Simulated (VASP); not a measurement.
**Al5Si11C11N5: single point with PBEsol**

Crystal: Al5Si11C11N5.

```
Al Si N C
1.0
     9.26947    0.00000    0.00000
     0.00000   10.72308    0.00000
     0.00000    0.00000   10.08104
Al Si N C
15 33 15 33
Direct
  0.16851 0.08552 0.24952
  0.32975 0.33023 0.25039
  0.16429 0.58374 0.25464
  0.83188 0.08677 0.25154
  0.66542 0.33647 0.74725
  0.50107 0.58314 0.24621
  0.66798 0.83054 0.24617
  0.66412 0.83222 0.74789
  0.99578 0.16417 0.50236
  0.33588 0.16530 0.00045
  0.16287 0.41357 0.49503
  0.16500 0.41491 0.00300
  0.66130 0.16772 0.99827
  0.49879 0.41599 0.50086
  0.33597 0.66681 0.49887
  0.16530 0.08474 0.75116
  0.00005 0.33625 0.24934
  0.99736 0.33313 0.75120
  0.49574 0.08416 0.25122
  0.49840 0.08106 0.74850
  0.33502 0.33534 0.75553
  0.16756 0.58390 0.74635
  0.00028 0.83173 0.24717
  0.00104 0.83369 0.74572
  0.83549 0.08389 0.74980
  0.66591 0.33143 0.25066
  0.49953 0.58127 0.75218
  0.33669 0.83316 0.24801
  0.33476 0.83186 0.74940
  0.83415 0.58205 0.24737
  0.83117 0.58179 0.74515
  0.99967 0.16645 0.99862
  0.33240 0.16708 0.49784
  0.00120 0.66557 0.49759
  0.99820 0.66448 0.99789
  0.66706 0.16540 0.50220
  0.50010 0.41641 0.00037
  0.33399 0.66883 0.00083
  0.16956 0.91829 0.49401
  0.16929 0.91668 0.00052
  0.83486 0.41500 0.49484
  0.83174 0.41627 0.99975
  0.66502 0.66439 0.49965
  0.67012 0.66613 0.00158
  0.49829 0.91847 0.49780
  0.50072 0.91921 0.00003
  0.83072 0.91510 0.50203
  0.83326 0.91576 0.99952
  0.99387 0.17023 0.17884
  0.16470 0.41677 0.70253
  0.66274 0.17006 0.19102
  0.51023 0.41180 0.18367
  0.15934 0.90908 0.18057
  0.16562 0.91407 0.69036
  0.67608 0.65998 0.18243
  0.84749 0.91986 0.17883
  0.33356 0.32615 0.44307
  0.16213 0.59445 0.93254
  0.00076 0.83334 0.93702
  0.82287 0.07403 0.44015
  0.83882 0.07620 0.94300
  0.66692 0.34134 0.94667
  0.50943 0.58502 0.43432
  0.00007 0.16689 0.69901
  0.34090 0.16218 0.19126
  0.32964 0.16875 0.68829
  0.15833 0.41465 0.19163
  0.98849 0.67444 0.17907
  0.00046 0.66947 0.69133
  0.66923 0.15891 0.68937
  0.48875 0.42100 0.69268
  0.33305 0.67431 0.18152
  0.33297 0.66673 0.69901
  0.82841 0.41470 0.18509
  0.84413 0.42022 0.68236
  0.66475 0.65763 0.68511
  0.49660 0.92134 0.18527
  0.48737 0.91916 0.68319
  0.84528 0.92122 0.68976
  0.16912 0.07941 0.44436
  0.15427 0.07450 0.93773
  0.98945 0.32923 0.43059
  0.98654 0.32751 0.93554
  0.50384 0.08550 0.43890
  0.50300 0.07491 0.92995
  0.34099 0.33904 0.93662
  0.16133 0.58649 0.44749
  0.99841 0.83728 0.43481
  0.67133 0.32685 0.43343
  0.50272 0.58393 0.94435
  0.33337 0.84063 0.43261
  0.32960 0.83333 0.93692
  0.83047 0.58499 0.43400
  0.83483 0.58215 0.93514
  0.66718 0.83202 0.44354
  0.67155 0.83195 0.95038
```

- Program: VASP 6.6.1
- Task: single point
- Functional: PBEsol
- Potentials or basis: VASP PAW PBE potentials, release 64 (Al, Si, N, C)
- Cutoff: 700 eV
- k mesh: 1 × 1 × 1, shifted
- Occupations: fermi-dirac, width 0.05 eV
- Spin: no spin polarisation
- Dipole correction: no
- Further INCAR settings: LREAL = Auto; ALGO = Normal; EDIFF = 1e-06; NBANDS = 246; ISYM = -1

* Pressure: 0.1 GPa
* Largest force: 0.032 eV/Å
* Band gap on the k mesh: 2.58 eV

Forces on the atoms (eV/Å):
```
Al  -0.014 -0.011 -0.001
Al   0.009  0.010  0.001
Al   0.001  0.002  0.011
Al  -0.002 -0.006 -0.008
Al  -0.009 -0.008  0.004
Al  -0.001 -0.007 -0.009
Al   0.011 -0.006 -0.009
Al   0.001  0.004  0.000
Al  -0.006 -0.008  0.010
Al   0.003  0.005 -0.009
Al   0.012  0.010 -0.008
Al  -0.001  0.003 -0.018
Al   0.009  0.004  0.004
Al  -0.008  0.017 -0.013
Al   0.003 -0.001  0.003
Si   0.003 -0.010  0.005
Si  -0.006 -0.025  0.005
Si   0.014 -0.003 -0.011
Si   0.013 -0.010 -0.004
Si   0.001  0.009 -0.006
Si  -0.008 -0.011 -0.015
Si  -0.006 -0.011 -0.007
Si  -0.001  0.001  0.007
Si   0.000 -0.001 -0.003
Si   0.003  0.007  0.016
Si   0.008 -0.006 -0.005
Si  -0.005  0.010  0.006
Si  -0.006  0.013  0.002
Si  -0.005 -0.004  0.000
Si   0.003  0.011 -0.002
Si   0.004  0.003  0.000
Si  -0.014 -0.003  0.005
Si   0.006 -0.006  0.001
Si  -0.002  0.010  0.011
Si   0.004  0.000  0.001
Si  -0.003 -0.003  0.014
Si  -0.001  0.016 -0.002
Si  -0.007 -0.012 -0.016
Si  -0.008 -0.003  0.011
Si  -0.004 -0.008  0.003
Si  -0.007  0.005  0.015
Si   0.002  0.010 -0.003
Si  -0.002  0.002  0.015
Si   0.005 -0.004  0.004
Si   0.002 -0.005 -0.002
Si  -0.006 -0.012  0.004
Si  -0.004 -0.002  0.012
Si   0.010 -0.010 -0.001
N    0.008 -0.005  0.026
N    0.007 -0.010 -0.009
N    0.011 -0.010 -0.008
N   -0.015  0.008  0.027
N    0.004  0.015  0.014
N    0.011  0.008 -0.009
N   -0.001  0.003  0.015
N   -0.010  0.011  0.025
N   -0.006  0.024 -0.004
N    0.016 -0.016  0.011
N    0.011  0.003 -0.006
N    0.013  0.020 -0.011
N   -0.006  0.022  0.000
N   -0.001 -0.012 -0.004
N   -0.010 -0.016 -0.010
C   -0.002  0.008 -0.018
C   -0.013  0.017 -0.018
C    0.011  0.006 -0.011
C    0.009  0.008  0.003
C    0.016 -0.016  0.010
C   -0.005 -0.015 -0.010
C   -0.008  0.014 -0.001
C    0.012  0.000 -0.013
C   -0.007 -0.020  0.015
C    0.010  0.002 -0.017
C    0.004  0.000 -0.009
C   -0.012 -0.003 -0.005
C   -0.004  0.002  0.003
C    0.005  0.001 -0.001
C    0.010  0.000 -0.006
C   -0.020 -0.004 -0.003
C   -0.012  0.014 -0.009
C    0.009  0.012  0.000
C    0.005 -0.010  0.009
C    0.011  0.019  0.011
C    0.008  0.000 -0.001
C   -0.009  0.016  0.001
C   -0.023 -0.014  0.013
C    0.010 -0.017 -0.009
C    0.002 -0.002  0.008
C   -0.008  0.009  0.004
C   -0.001  0.003 -0.007
C    0.000 -0.011  0.011
C    0.008  0.005 -0.001
C    0.000 -0.008  0.002
C   -0.005 -0.012 -0.002
C   -0.006  0.000 -0.013
C   -0.017 -0.003 -0.010
```

Stress tensor (GPa, compression positive):
```
 0.06 -0.18 -0.34
-0.18  0.08  0.08
-0.34  0.08  0.06
```

Levels at points of the mesh, in eV from the valence-band top:
```
           k point  band 188  band 189  band 190  band 191  band 192  band 193  band 194  band 195  band 196  band 197
(0.25, 0.25, 0.25)     -0.40     -0.31     -0.25     -0.11      0.00      2.58      2.90      2.96      2.99      3.05
```

It took 12 min on 1 thread of Intel(R) Xeon(R) 6975P-C (Granite Rapids) (shared host), peak memory 1.4 GiB.

Caveat: the PAW data sets were made with another functional, which shifts forces and pressure a little; a shifted mesh leaves out Γ, where band edges can lie. A k mesh can miss the band edges.
